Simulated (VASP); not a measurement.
# GaN (zincblende type) (F-43m) in VASP: further runs, part 2 of 2

VASP 6.6.1. Earlier steps stand in the parts before.

## (3) Single point, PBE

Contents of INCAR:

```
PREC = Accurate ; ENCUT = 520
EDIFF = 1E-6 ; ISMEAR = -1
SIGMA = 0.05 ; LREAL = False
LASPH = True ; NELM = 80
ALGO = Normal ; ISIF = 2
LWAVE = False ; LCHARG = True
GGA = PE ; LELF = True
LVHAR = True ; NBANDS = 16
```

Contents of KPOINTS:

```
Automatic mesh
0
Gamma
  18 18 18
```

Contents of POSCAR:

```
GaN
1.0
    0.0000000000      1.9016651652      1.9016651652
    1.9016651652      0.0000000000      1.9016651652
    1.9016651652      1.9016651652      0.0000000000
Ga N
1 1
Direct
    0.0000000000      0.0000000000      0.0000000000
    0.2500000000      0.2500000000      0.2500000000
```

Potentials or basis: VASP PAW PBE potentials, release 64 (Ga_d, N).

The run is started by

```bash
> cat potpaw_PBE.64/Ga_d/POTCAR potpaw_PBE.64/N/POTCAR > POTCAR
> mpirun -np 1 vasp_std > vasp.out
```

OUTCAR:

```text
PREC = Accurate
   ENCUT = 520
   EDIFF = 1E-6
   ISMEAR = -1
   LREAL = False
   LASPH = True
   NELM = 80
   ISIF = 2
   GGA = PE

 ion  position               nearest neighbor table
   1  0.000  0.000  0.000-   2 1.65   2 1.65   2 1.65   2 1.65
   2  0.250  0.250  0.250-   1 1.65   1 1.65   1 1.65   1 1.65

  LATTYP: Found a face centered cubic cell.
 ALAT       =     3.8033303304

  Lattice vectors:

 A1 = (   0.0000000000,   1.9016651652,   1.9016651652)
 A2 = (   1.9016651652,   0.0000000000,   1.9016651652)
 A3 = (   1.9016651652,   1.9016651652,   0.0000000000)

Analysis of symmetry for initial positions (statically):
=====================================================================
 Subroutine PRICEL returns:
 Original cell was already a primitive cell.

 Routine SETGRP: Setting up the symmetry group for a
 face centered cubic supercell.

 Subroutine GETGRP returns: Found 24 space group operations
 (whereof 24 operations were pure point group operations)
 out of a pool of 48 trial point group operations.

The static configuration has the point symmetry T_d .

Analysis of symmetry for dynamics (positions and initial velocities):
=====================================================================
 Subroutine PRICEL returns:
 Original cell was already a primitive cell.

 Routine SETGRP: Setting up the symmetry group for a
 face centered cubic supercell.

 Subroutine GETGRP returns: Found 24 space group operations
 (whereof 24 operations were pure point group operations)
 out of a pool of 48 trial point group operations.

The dynamic configuration has the point symmetry T_d .

 Subroutine INISYM returns: Found 24 space group operations
 (whereof 24 operations are pure point group operations),
 and found     1 'primitive' translations

----------------------------------------------------------------------------------------

                                     Primitive cell

  volume of cell :      13.7541

  direct lattice vectors                    reciprocal lattice vectors
     0.000000000  1.901665165  1.901665165    -0.262927464  0.262927464  0.262927464
     1.901665165  0.000000000  1.901665165     0.262927464 -0.262927464  0.262927464
     1.901665165  1.901665165  0.000000000     0.262927464  0.262927464 -0.262927464

  length of vectors
     2.689360668  2.689360668  2.689360668     0.455403727  0.455403727  0.455403727

  position of ions in fractional coordinates (direct lattice)
     0.000000000  0.000000000  0.000000000
     0.250000000  0.250000000  0.250000000

  ion indices of the primitive-cell ions
   primitive index   ion index
                 1           1
                 2           2

----------------------------------------------------------------------------------------

 KPOINTS: Automatic mesh

Automatic generation of k-mesh.
 Grid dimensions read from file:
 generate k-points for:   18   18   18

 Generating k-lattice:

  Cartesian coordinates                     Fractional coordinates (reciprocal lattice)
    -0.014607081  0.014607081  0.014607081     0.055555556  0.000000000  0.000000000
     0.014607081 -0.014607081  0.014607081     0.000000000  0.055555556  0.000000000
     0.014607081  0.014607081 -0.014607081     0.000000000  0.000000000  0.055555556

  Length of vectors
     0.025300207  0.025300207  0.025300207

  Shift w.r.t. Gamma in fractional coordinates (k-lattice)
     0.000000000  0.000000000  0.000000000

 Subroutine IBZKPT returns following result:
 ===========================================

 Found    195 irreducible k-points:

 Following reciprocal coordinates:
            Coordinates               Weight
  0.000000  0.000000  0.000000      1.000000
  0.055556  0.000000  0.000000      8.000000
  0.111111  0.000000  0.000000      8.000000
  0.166667  0.000000  0.000000      8.000000
  0.222222  0.000000  0.000000      8.000000
  0.277778  0.000000  0.000000      8.000000
[... 16 lines left out ...]
 -0.277778  0.055556  0.000000     24.000000
 -0.222222  0.055556  0.000000     24.000000
 [... further k-points ...]
   k-points           NKPTS =    195   k-points in BZ     NKDIM =    195   number of bands    NBANDS=     16
   number of dos      NEDOS =    301   number of ions     NIONS =      2
   total plane-waves  NPLWV =   8000
   dimension x,y,z NGX =    20 NGY =   20 NGZ =   20
   dimension x,y,z NGXF=    40 NGYF=   40 NGZF=   40
   ions per type =               1   1
   NGX,Y,Z   is equivalent  to a cutoff of  12.36, 12.36, 12.36 a.u.
   NGXF,Y,Z  is equivalent  to a cutoff of  24.73, 24.73, 24.73 a.u.
 SYSTEM =  unknown system
   PREC   = accura    normal or accurate (medium, high low for compatibility)
   ISTART =      0    job   : 0-new  1-cont  2-samecut
   ICHARG =      2    charge: 1-file 2-atom 10-const
   ISPIN  =      1    spin polarized calculation?
   LNONCOLLINEAR =      F non collinear calculations
   LSORBIT =      F    spin-orbit coupling
   LASPH  =      T    aspherical Exc in radial PAW
   ENCUT  =  520.0 eV  38.22 Ry    6.18 a.u.   5.00  5.00  5.00*2*pi/ulx,y,z
   NELM   =     80;   NELMIN=  2; NELMDL= -5     # of ELM steps
   EDIFF  = 0.1E-05   stopping-criterion for ELM
   LREAL  =      F    real-space projection
   EDIFFG = 0.1E-04   stopping-criterion for IOM
   NSW    =      0    number of steps for IOM
   IBRION =     -1    ionic relax: 0-MD 1-quasi-New 2-CG
   NFREE  =      0    steps in history (QN), initial steepest desc. (CG)
   ISIF   =      2    stress and relaxation
   ISYM   =      2    0-nonsym 1-usesym 2-fastsym
   POTIM  = 0.5000    time-step for ionic-motion
   TEBEG  =    0.0;   TEEND  =   0.0 temperature during run
   PSTRESS=    0.0 pullay stress
   NELECT =      18.0000    total number of electrons
   NUPDOWN=      -1.0000    fix difference up-down
   EMIN   =  10.00;   EMAX   =-10.00  energy-range for DOS
   EFERMI =   0.00;   METHOD = LEGACY
   ISMEAR =    -1;   SIGMA  =   0.05  broadening in eV -4-tet -1-fermi 0-gaus
   EFERMI_NEDOS =   21; number of points for ismear=-14 and -15
   IALGO  =     38    algorithm
   IMIX   =      4    mixing-type and parameters
     AMIX     =   0.40;   BMIX     =  1.00
     AMIX_MAG =   1.60;   BMIX_MAG =  1.00
  volume/ion in A,a.u.               =       6.88        46.41
  Fermi-wavevector in a.u.,A,eV,Ry     =   1.790695  3.383923 43.628285  3.206589
  Thomas-Fermi vector in A             =   2.853413
   LORBIT       =      0    0 simple, 1 ext, 2 COOP (PROOUT), +10 PAW based schemes
   GGA     = PE    functional components
   LHFCALC =     F    Hartree Fock is set to
   AEXX    =    0.0000 exact exchange contribution
   IVDW    =     0    specifies the selected vdW correction
   LEPSILON=     F    determine dielectric tensor
   LRPA    =     F    only Hartree local field effects (RPA)
 non-spin polarized calculation
  energy-cutoff  :      520.00
  volume of cell :       13.75
 maximum number of plane-waves:       388
   NGX =  9   NGY =  9   NGZ =  9

 number of electron      17.9999983 magnetization

 Free energy of the ion-electron system (eV)
  ---------------------------------------------------
  ext. energy  EPLUGINS =         0.00000000
  ---------------------------------------------------
  free energy    TOTEN  =        -6.64082214 eV

  energy without entropy =       -6.64082214  energy(sigma->0) =       -6.64082214

 E-fermi :  13.7801     XC(G=0): -14.6884

 val. band max:       12.7930996165   @ k =   0.0000   0.0000   0.0000
 cond. band min:      16.1659446208   @ k =   0.5000   0.5000   0.0000
 fundamental gap:      3.3728450044
 Fermi energy:        13.7801016277

 k-point     1 :       0.0000    0.0000    0.0000
  band No.  band energies     occupation
      1      -9.1323      2.00000
      2      -2.6888      2.00000
      3      -2.6888      2.00000
      4      -2.6888      2.00000
      5      -1.3762      2.00000
      6      -1.3762      2.00000
[... 8 lines left out ...]
     15      35.6876      0.00000
     16      35.6876      0.00000

 k-point     2 :       0.0556    0.0000    0.0000
  band No.  band energies     occupation
      1      -9.0617      2.00000
      2      -2.6914      2.00000
      3      -2.6731      2.00000
      4      -2.6731      2.00000
      5      -1.3793      2.00000
      6      -1.3793      2.00000
[... 8 lines left out ...]
     15      34.9125      0.00000
     16      34.9125      0.00000
[... 387 lines left out ...]
      5      -1.3937      2.00000
      6      -1.2792      2.00000
[... 8 lines left out ...]
     15      33.8399      0.00000
     16      35.7834      0.00000

 k-point    24 :      -0.2222    0.0556    0.0000
  band No.  band energies     occupation
      1      -7.8984      2.00000
      2      -2.5716      2.00000
      3      -2.4704      2.00000
      4      -2.4369      2.00000
      5      -1.4232      2.00000
      6      -1.3258      2.00000
[... 8 lines left out ...]
     15      33.6734      0.00000
     16      35.1254      0.00000

 [... further k-points ...]
[... 5 lines left out ...]
  --------------------------------------------------------------------------------------
  -------------------------------------------------------------------------------------
  Total       24.7285968     24.7285968     24.7285968      0.0000000      0.0000000      0.0000000
  in kB     2880.5665043   2880.5665043   2880.5665043      0.0000000      0.0000000      0.0000000
  external PRESSURE =    2880.5665043 kB  Pullay stress =       0.0000000 kB

 VOLUME and BASIS-vectors are now :
 -----------------------------------------------------------------------------
  energy-cutoff  :      520.00
  volume of cell :       13.75
      direct lattice vectors                 reciprocal lattice vectors
     0.000000000  1.901665165  1.901665165    -0.262927464  0.262927464  0.262927464
     1.901665165  0.000000000  1.901665165     0.262927464 -0.262927464  0.262927464
     1.901665165  1.901665165  0.000000000     0.262927464  0.262927464 -0.262927464

 POSITION                                       TOTAL-FORCE (eV/Angst)
 -----------------------------------------------------------------------------------
      0.00000      0.00000      0.00000        -0.000000      0.000000     -0.000000
      0.95083      0.95083      0.95083         0.000000     -0.000000      0.000000
 -----------------------------------------------------------------------------------
    total drift:                                0.000004      0.000004      0.000004

  FREE ENERGIE OF THE ION-ELECTRON SYSTEM (eV)
  ---------------------------------------------------
  free  energy   TOTEN  =        -6.6408221383 eV

  energy  without entropy=       -6.6408221383  energy(sigma->0) =       -6.64082214
```

stdout:

```text
POSCAR found type information on POSCAR GaN
 POSCAR found :  2 types and       2 ions
 scaLAPACK will be used
 LDA part: xc-table for (Slater+PW92), standard interpolation
 POSCAR, INCAR and KPOINTS ok, starting setup
 FFT: planning ... GRIDC
 FFT: planning ... GRID_SOFT
 FFT: planning ... GRID
 WAVECAR not read
 entering main loop
```

It took 35 s on 1 thread of Intel Xeon Platinum 8375C at 2.90GHz (Ice Lake), shared host; peak memory 0.16 GiB.

Results:

- Free energy: -6.6408 eV
- Pressure: 288.1 GPa
- Band gap on the k mesh: 3.37 eV, indirect (least direct gap 4.77 eV)

Levels at points of the mesh, in eV from the valence-band top:
| k point | band 7 | band 8 | band 9 | band 10 | band 11 | band 12 |
| --- | --- | --- | --- | --- | --- | --- |
| (0.00, 0.00, 0.00) | 0.00 | 0.00 | 0.00 | 4.77 | 13.53 | 13.53 |
| (0.50, 0.00, 0.00) | -11.20 | -1.86 | -1.86 | 7.98 | 10.94 | 12.83 |
| (0.50, 0.50, 0.00) | -8.59 | -5.23 | -5.23 | 3.37 | 9.01 | 16.64 |
